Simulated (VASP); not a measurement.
# CoPtO2 (R-3m) in VASP: settings compared

The runs below take CoPtO2 through single point, with LDA, PBEsol.

All numbers are computed with VASP 6.6.1; they aren't measurements. Logs are shortened: lines on timing, memory, paths and dates and some standing lists are left out, and cuts for length are marked.

### Step 1. The cell of the first run

Symmetry: R-3m, No. 166, trigonal system. The conventional cell has a = 2.767 Å, b = 2.767 Å, c = 17.454 Å, α = 90.00°, β = 90.00°, γ = 120.00°. Pt (site symmetry -3m) has 2 O at 1.96 Å within 2.6 Å. Co (site symmetry -3m) has 6 O at 1.86 Å within 2.5 Å. Within 2.5 Å of O (site symmetry 3m) lie 3 Co at 1.86 Å and 1 Pt at 1.96 Å and 3 O at 2.48 Å.

### Step 2. Single point, LDA, collinear spin, ferromagnetic start (9.64 Å³/atom)

Input file INCAR:

```
SYSTEM = CoPtO2
ALGO = Normal ; EDIFF = 1E-6
ENCUT = 520 ; ISIF = 2
ISMEAR = -1 ; ISPIN = 2
LASPH = .True. ; LCHARG = .False.
LMAXMIX = 4 ; LORBIT = 11
LREAL = .False. ; LWAVE = .False.
MAGMOM = 0 2 0 0 ; NBANDS = 28
NELM = 150 ; PREC = Accurate
SIGMA = 0.05
```

Input file KPOINTS:

```
k-points
0
Gamma
  11 11 11
  0 0 0
```

Input file POSCAR:

```
CoPtO2
1.0
    1.3834399927      0.7987294522      5.8181430658
   -1.3834399927      0.7987294522      5.8181430658
    0.0000000000     -1.5974589044      5.8181430658
Pt Co O
1 1 2
Direct
    0.0000000000      0.0000000000      0.0000000000
    0.5000000000      0.5000000000      0.5000000000
    0.1122440300      0.1122440300      0.1122440300
    0.8877559700      0.8877559700      0.8877559700
```

Potentials or basis: VASP PAW LDA potentials, release 64 (Pt, Co, O).

Command:

```sh
$ cat potpaw_LDA.64/Pt/POTCAR potpaw_LDA.64/Co/POTCAR potpaw_LDA.64/O/POTCAR > POTCAR
$ mpirun -np 1 vasp_std > vasp.out
```

OUTCAR:

```text
SYSTEM = CoPtO2
   EDIFF = 1E-6
   ENCUT = 520
   ISIF = 2
   ISMEAR = -1
   ISPIN = 2
   LASPH = .True.
   LORBIT = 11
   LREAL = .False.
   NELM = 150
   PREC = Accurate

 ion  position               nearest neighbor table
   1  0.000  0.000  0.000-   3 1.96   4 1.96
   2  0.500  0.500  0.500-   3 1.86   3 1.86   4 1.86   4 1.86   3 1.86   4 1.86
   3  0.112  0.112  0.112-   2 1.86   2 1.86   2 1.86   1 1.96
   4  0.888  0.888  0.888-   2 1.86   2 1.86   2 1.86   1 1.96

  LATTYP: Found a trigonal (rhomboedric) cell.
 ALAT       =     6.0334619983
 COS(alpha) =     0.8948480128

  Lattice vectors:

 A1 = (   1.3834399927,   0.7987294522,   5.8181430658)
 A2 = (  -1.3834399927,   0.7987294522,   5.8181430658)
 A3 = (   0.0000000000,  -1.5974589044,   5.8181430658)

Analysis of symmetry for initial positions (statically):
=====================================================================
 Subroutine PRICEL returns:
 Original cell was already a primitive cell.

 Routine SETGRP: Setting up the symmetry group for a
 trigonal (rhombohedral) supercell.

 Subroutine GETGRP returns: Found 12 space group operations
 (whereof 12 operations were pure point group operations)
 out of a pool of 12 trial point group operations.

The static configuration has the point symmetry D_3d.

Analysis of symmetry for dynamics (positions and initial velocities):
=====================================================================
 Subroutine PRICEL returns:
 Original cell was already a primitive cell.

 Routine SETGRP: Setting up the symmetry group for a
 trigonal (rhombohedral) supercell.

 Subroutine GETGRP returns: Found 12 space group operations
 (whereof 12 operations were pure point group operations)
 out of a pool of 12 trial point group operations.

The dynamic configuration has the point symmetry D_3d.

Analysis of structural, dynamic, and magnetic symmetry:
=====================================================================
 Subroutine PRICEL returns:
 Original cell was already a primitive cell.

 Routine SETGRP: Setting up the symmetry group for a
 trigonal (rhombohedral) supercell.

 Subroutine GETGRP returns: Found 12 space group operations
 (whereof 12 operations were pure point group operations)
 out of a pool of 12 trial point group operations.

The overall configuration has the point symmetry D_3d.

 Subroutine INISYM returns: Found 12 space group operations
 (whereof 12 operations are pure point group operations),
 and found     1 'primitive' translations

----------------------------------------------------------------------------------------

                                     Primitive cell

  volume of cell :      38.5741

  direct lattice vectors                    reciprocal lattice vectors
     1.383439993  0.798729452  5.818143066     0.361417917  0.208664731  0.057292048
    -1.383439993  0.798729452  5.818143066    -0.361417917  0.208664731  0.057292048
     0.000000000 -1.597458904  5.818143066     0.000000000 -0.417329463  0.057292048

  length of vectors
     6.033461998  6.033461998  6.033461998     0.421243706  0.421243706  0.421243706

  position of ions in fractional coordinates (direct lattice)
     0.000000000  0.000000000  0.000000000
     0.500000000  0.500000000  0.500000000
     0.112244030  0.112244030  0.112244030
     0.887755970  0.887755970  0.887755970

  ion indices of the primitive-cell ions
   primitive index   ion index
                 1           1
                 2           2
                 3           3
                 4           4

----------------------------------------------------------------------------------------

 KPOINTS: k-points

Automatic generation of k-mesh.
 Grid dimensions read from file:
 generate k-points for:   11   11   11

 Generating k-lattice:

  Cartesian coordinates                     Fractional coordinates (reciprocal lattice)
     0.032856174  0.018969521  0.005208368     0.090909091  0.000000000  0.000000000
    -0.032856174  0.018969521  0.005208368     0.000000000  0.090909091  0.000000000
     0.000000000 -0.037939042  0.005208368     0.000000000  0.000000000  0.090909091

  Length of vectors
     0.038294882  0.038294882  0.038294882

  Shift w.r.t. Gamma in fractional coordinates (k-lattice)
     0.000000000  0.000000000  0.000000000

 Subroutine IBZKPT returns following result:
 ===========================================

 Found    146 irreducible k-points:

 Following reciprocal coordinates:
            Coordinates               Weight
  0.000000  0.000000  0.000000      1.000000
  0.090909  0.000000  0.000000      6.000000
  0.181818  0.000000  0.000000      6.000000
  0.272727 -0.000000  0.000000      6.000000
  0.363636  0.000000 -0.000000      6.000000
  0.454545  0.000000 -0.000000      6.000000
[... 16 lines left out ...]
 -0.272727  0.181818  0.000000     12.000000
 -0.181818  0.181818  0.000000      6.000000
 [... further k-points ...]
   k-points           NKPTS =    146   k-points in BZ     NKDIM =    146   number of bands    NBANDS=     28
   number of dos      NEDOS =    301   number of ions     NIONS =      4
   total plane-waves  NPLWV = 110592
   dimension x,y,z NGX =    48 NGY =   48 NGZ =   48
   dimension x,y,z NGXF=    96 NGYF=   96 NGZF=   96
   ions per type =               1   1   2
   NGX,Y,Z   is equivalent  to a cutoff of  13.23, 13.23, 13.23 a.u.
   NGXF,Y,Z  is equivalent  to a cutoff of  26.45, 26.45, 26.45 a.u.
 SYSTEM =  CoPtO2
   PREC   = accura    normal or accurate (medium, high low for compatibility)
   ISTART =      0    job   : 0-new  1-cont  2-samecut
   ICHARG =      2    charge: 1-file 2-atom 10-const
   ISPIN  =      2    spin polarized calculation?
   LNONCOLLINEAR =      F non collinear calculations
   LSORBIT =      F    spin-orbit coupling
   LASPH  =      T    aspherical Exc in radial PAW
   ENCUT  =  520.0 eV  38.22 Ry    6.18 a.u.  11.22 11.22 11.22*2*pi/ulx,y,z
   NELM   =    150;   NELMIN=  2; NELMDL= -5     # of ELM steps
   EDIFF  = 0.1E-05   stopping-criterion for ELM
   LREAL  =      F    real-space projection
[... 7 lines left out ...]
   TEBEG  =    0.0;   TEEND  =   0.0 temperature during run
   PSTRESS=    0.0 pullay stress
   NELECT =      31.0000    total number of electrons
   NUPDOWN=      -1.0000    fix difference up-down
   EMIN   =  10.00;   EMAX   =-10.00  energy-range for DOS
   EFERMI =   0.00;   METHOD = LEGACY
   ISMEAR =    -1;   SIGMA  =   0.05  broadening in eV -4-tet -1-fermi 0-gaus
   EFERMI_NEDOS =   21; number of points for ismear=-14 and -15
   IALGO  =     38    algorithm
   IMIX   =      4    mixing-type and parameters
     AMIX     =   0.40;   BMIX     =  1.00
     AMIX_MAG =   1.60;   BMIX_MAG =  1.00
  volume/ion in A,a.u.               =       9.64        65.08
  Fermi-wavevector in a.u.,A,eV,Ry     =   1.522054  2.876266 31.519931  2.316650
  Thomas-Fermi vector in A             =   2.630686
   LORBIT       =     11    0 simple, 1 ext, 2 COOP (PROOUT), +10 PAW based schemes
   GGA     = CA    functional components
   LHFCALC =     F    Hartree Fock is set to
   AEXX    =    0.0000 exact exchange contribution
   IVDW    =     0    specifies the selected vdW correction
   LEPSILON=     F    determine dielectric tensor
   LRPA    =     F    only Hartree local field effects (RPA)
 spin polarized calculation
  energy-cutoff  :      520.00
  volume of cell :       38.57
 maximum number of plane-waves:      1051
 NGX is ok and might be reduce to    48
   NGX = 23   NGY = 23   NGZ = 23

 number of electron      31.0000006 magnetization       0.0014821

 number of electron      31.0000006 magnetization      -0.0000355

 Free energy of the ion-electron system (eV)
  ---------------------------------------------------
  ext. energy  EPLUGINS =         0.00000000
  ---------------------------------------------------
  free energy    TOTEN  =       -30.90363711 eV

  energy without entropy =      -30.89989761  energy(sigma->0) =      -30.90176736

 E-fermi :   9.6521     XC(G=0): -13.4677

 val. band max:        9.5687934654   @ k =  -0.3636  -0.3636   0.0909
 cond. band min:       9.7588754613   @ k =   0.4545   0.4545   0.0000
 fundamental gap:      0.1900819958
 Fermi energy:         9.6520905979

 spin component 1

 k-point     1 :       0.0000    0.0000    0.0000
  band No.  band energies     occupation
      1     -12.4884      1.00000
      2     -10.2794      1.00000
      3      -0.8801      1.00000
      4       1.8902      1.00000
      5       2.4359      1.00000
      6       2.4359      1.00000
[... 19 lines left out ...]
     26      28.3209      0.00000
     27      31.4530      0.00000
[... 661 lines left out ...]
 k-point    24 :      -0.1818    0.1818    0.0000
  band No.  band energies     occupation
      1     -11.4250      1.00000
      2     -10.1882      1.00000
      3       0.1746      1.00000
      4       1.1346      1.00000
      5       2.2830      1.00000
      6       2.8666      1.00000
[... 19 lines left out ...]
     26      27.7675      0.00000
     27      28.0300      0.00000

 [... further k-points ...]

 spin component 2

 k-point     1 :       0.0000    0.0000    0.0000
  band No.  band energies     occupation
      1     -12.4884      1.00000
      2     -10.2793      1.00000
      3      -0.8801      1.00000
      4       1.8902      1.00000
      5       2.4359      1.00000
      6       2.4359      1.00000
[... 19 lines left out ...]
     26      28.3210      0.00000
     27      31.4530      0.00000
[... 661 lines left out ...]
 k-point    24 :      -0.1818    0.1818    0.0000
  band No.  band energies     occupation
      1     -11.4250      1.00000
      2     -10.1882      1.00000
      3       0.1746      1.00000
      4       1.1346      1.00000
      5       2.2830      1.00000
      6       2.8666      1.00000
[... 19 lines left out ...]
     26      27.7675      0.00000
     27      28.0300      0.00000

 [... further k-points ...]

 [bands above 27 left out]

------------------------ aborting loop because EDIFF is reached ----------------------------------------

  FORCE on cell =-STRESS in cart. coord.  units (eV):
  Direction    XX          YY          ZZ          XY          YZ          ZX
  --------------------------------------------------------------------------------------
  -------------------------------------------------------------------------------------
  Total        1.3726516      1.3726516      1.8747898     -0.0000000      0.0000000      0.0000000
  in kB       57.0131767     57.0131767     77.8695187     -0.0000000      0.0000000      0.0000000
  external PRESSURE =      63.9652907 kB  Pullay stress =       0.0000000 kB

 VOLUME and BASIS-vectors are now :
 -----------------------------------------------------------------------------
  energy-cutoff  :      520.00
  volume of cell :       38.57
      direct lattice vectors                 reciprocal lattice vectors
     1.383439993  0.798729452  5.818143066     0.361417917  0.208664731  0.057292048
    -1.383439993  0.798729452  5.818143066    -0.361417917  0.208664731  0.057292048
     0.000000000 -1.597458904  5.818143066     0.000000000 -0.417329463  0.057292048

 POSITION                                       TOTAL-FORCE (eV/Angst)
 -----------------------------------------------------------------------------------
      0.00000      0.00000      0.00000         0.000000      0.000000      0.000000
      0.00000      0.00000      8.72721        -0.000000     -0.000000      0.000000
      0.00000      0.00000      1.95916         0.000000     -0.000000     -0.025899
      0.00000      0.00000     15.49527         0.000000      0.000000      0.025899
 -----------------------------------------------------------------------------------
    total drift:                               -0.000000      0.000000     -0.000000

  FREE ENERGIE OF THE ION-ELECTRON SYSTEM (eV)
  ---------------------------------------------------
  free  energy   TOTEN  =       -30.9036371058 eV

  energy  without entropy=      -30.8998976074  energy(sigma->0) =      -30.90176736

 total charge

# of ion       s       p       d       tot
------------------------------------------
    1        0.687   0.652   8.065   9.404
    2        0.471   0.761   7.471   8.703
    3        1.545   3.477   0.000   5.022
    4        1.545   3.477   0.000   5.022
--------------------------------------------------
tot          4.247   8.367  15.536  28.150

 magnetization (x)

# of ion       s       p       d       tot
------------------------------------------
    1        0.000   0.000   0.000   0.000
    2       -0.000  -0.000  -0.000  -0.000
    3        0.000   0.000   0.000   0.000
    4        0.000   0.000   0.000   0.000
--------------------------------------------------
tot          0.000   0.000  -0.000  -0.000
```

Wall time 16 min (1 thread of Intel Xeon Platinum 8488C (Sapphire Rapids), shared host); peak memory 0.46 GiB.

What came out:

```
Free energy                                           : -30.9036 eV
Pressure                                              : 6.4 GPa
Largest force                                         : 0.026 eV/Å
Net moment                                            : 0.00 μB per cell
Valence electrons inside the program's atomic spheres : Pt 9.40; Co 8.70; O 5.02
```

Forces in eV/Å, atoms in the order of the input:
```
Pt   0.000  0.000  0.000
Co   0.000  0.000  0.000
O    0.000  0.000 -0.026
O    0.000  0.000  0.026
```

Levels at points of the mesh, in eV from the Fermi level:
Spin up:
| k point | band 12 | band 13 | band 14 | band 15 | band 16 | band 17 | band 18 | band 19 | band 20 | band 21 |
| --- | --- | --- | --- | --- | --- | --- | --- | --- | --- | --- |
| (0.00, 0.00, 0.00) | -2.16 | -2.16 | -1.85 | -1.85 | -1.67 | 1.88 | 1.88 | 3.06 | 5.30 | 9.34 |
Spin down:
```tsv
k point	band 12	band 13	band 14	band 15	band 16	band 17	band 18	band 19	band 20	band 21
(0.00, 0.00, 0.00)	-2.16	-2.16	-1.85	-1.85	-1.67	1.88	1.88	3.06	5.30	9.34
```

Caveat: the cell stands under pressure; spin-orbit coupling is left out, which moves the levels of the heavy elements; semilocal functionals often make such compounds metallic where correlation or magnetic order opens a gap, which also shifts bond lengths. With open d or f shells a metallic result of LDA can be an artefact of self-interaction; +U or a hybrid may open a gap.

[end of part 1 of 2]
